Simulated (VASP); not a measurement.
Set up this calculation in VASP 6.6.1, as the native input.

* Task: relaxation of cell and atoms
* Functional: PBE
* Potentials or basis: VASP PAW PBE potentials, release 64 (Ru_pv, Al)
* Cutoff: 600 eV
* k mesh: 13 × 13 × 13
* Occupations: fermi-dirac, width 0.1 eV
* Spin: no spin polarisation
* Target pressure: 190 GPa
* Dipole correction: no
* Further INCAR settings: ALGO = Normal; EDIFF = 1e-06; IBRION = 2; EDIFFG = -0.005; NSW = 32; ISIF = 3

The structure of AlRu (zincblende type) lies in POSCAR:

```
AlRu
1.0
    0.0000000000      2.2194239049      2.2194239049
    2.2194239049      0.0000000000      2.2194239049
    2.2194239049      2.2194239049      0.0000000000
Ru Al
1 1
Direct
    0.0000000000      0.0000000000      0.0000000000
    0.2500000000      0.2500000000      0.2500000000
```

These files were run (other wordings do the same):

INCAR

```
SYSTEM = AlRu
PREC = Accurate ; ENCUT = 600
EDIFF = 1E-6 ; ISMEAR = -1
SIGMA = 0.1 ; LREAL = .False.
LASPH = .True. ; NELM = 80
ALGO = Normal ; ISIF = 3
LWAVE = .False. ; LCHARG = .False.
GGA = PE ; IBRION = 2
NSW = 32 ; EDIFFG = -0.005
PSTRESS = 1900.0
```

KPOINTS

```
Automatic mesh
0
Gamma
  13 13 13
  0 0 0
```

Potentials or basis: VASP PAW PBE potentials, release 64 (Ru_pv, Al).

Launch:

```bash
$ cat potpaw_PBE.64/Ru_pv/POTCAR potpaw_PBE.64/Al/POTCAR > POTCAR
$ mpirun -np 1 vasp_std > vasp.out
```

Results of the run:

```json
{
 "Relaxed volume": "10.97 Å³/atom",
 "Relaxed cell": "a = 3.142 Å, b = 3.142 Å, c = 3.142 Å, α = 60.00°, β = 60.00°, γ = 60.00°",
 "Space group after relaxing (to 0.1 Å)": "F-43m (No. 216)",
 "Energy change on relaxing (the run minimises the enthalpy)": "-40.2 meV/atom",
 "Ionic steps": "3",
 "Pressure after relaxing": "190.0 GPa",
 "Band gap on the k mesh": "zero (an odd number of electrons rules out a gap without spin polarisation)"
}
```

Caveat: the cell is relaxed towards a set pressure, so the run minimises the enthalpy, not the energy.

Run time: 23 s on 1 thread of Intel(R) Xeon(R) 6975P-C (Granite Rapids), on a shared host, peak memory 0.18 GiB.
